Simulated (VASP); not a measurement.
Wanted: the native input for a VASP 6.6.1 run.

```yaml
Task: single point
Functional: PBE
Potentials_or_basis: VASP PAW PBE potentials, release 64 (Cd, F)
Cutoff: 520 eV
k_mesh: 8 × 8 × 8
Occupations: gaussian, width 0.05 eV
Spin: no spin polarisation
Dipole_correction: no
Further_INCAR_settings: ALGO = Normal; EDIFF = 1e-06; NBANDS = 20
```

The structure of CdF2 lies in POSCAR:

```
CdF2
1.0
    0.0000000000      2.6535900000      2.6940000000
    2.7344100000      0.0000000000      2.6940000000
    2.7344100000      2.6535900000      0.0000000000
Cd F
1 2
Direct
    0.0000000000      0.0000000000      0.0000000000
    0.2500000000      0.2500000000      0.2500000000
    0.7500000000      0.7500000000      0.7500000000
```

This cell differs from its parent crystal: strain +0.0150 x Voigt [1, -1, 0, 0, 0, 0].

The input as run:

INCAR

```
SYSTEM = CdF2
ALGO = Normal ; EDIFF = 1E-6
ENCUT = 520 ; GGA = PE
ISIF = 2 ; ISMEAR = 0
LASPH = .TRUE. ; LCHARG = .TRUE.
LELF = .TRUE. ; LREAL = .FALSE.
LVHAR = .TRUE. ; LWAVE = .FALSE.
NBANDS = 20 ; NELM = 60
PREC = Accurate ; SIGMA = 0.05
```

KPOINTS

```
k-points
0
G
  8 8 8
  0 0 0
```

Potentials or basis: VASP PAW PBE potentials, release 64 (Cd, F).

Launch:

```sh
$ cat potpaw_PBE.64/Cd/POTCAR potpaw_PBE.64/F/POTCAR > POTCAR
$ mpirun -np 1 vasp_std > vasp.out
```

Results of the run:

```
Pressure               : 6.2 GPa
Band gap on the k mesh : 3.04 eV (least direct gap 3.52 eV)
```

Caveat: the cell differs from its parent crystal (strain +0.0150 x Voigt [1, -1, 0, 0, 0, 0]); the cell stands under pressure.

It took 38 s on 1 thread of AMD EPYC 9R45 96-Core Processor (Zen 5), with other jobs on the host, peak memory 0.18 GiB.
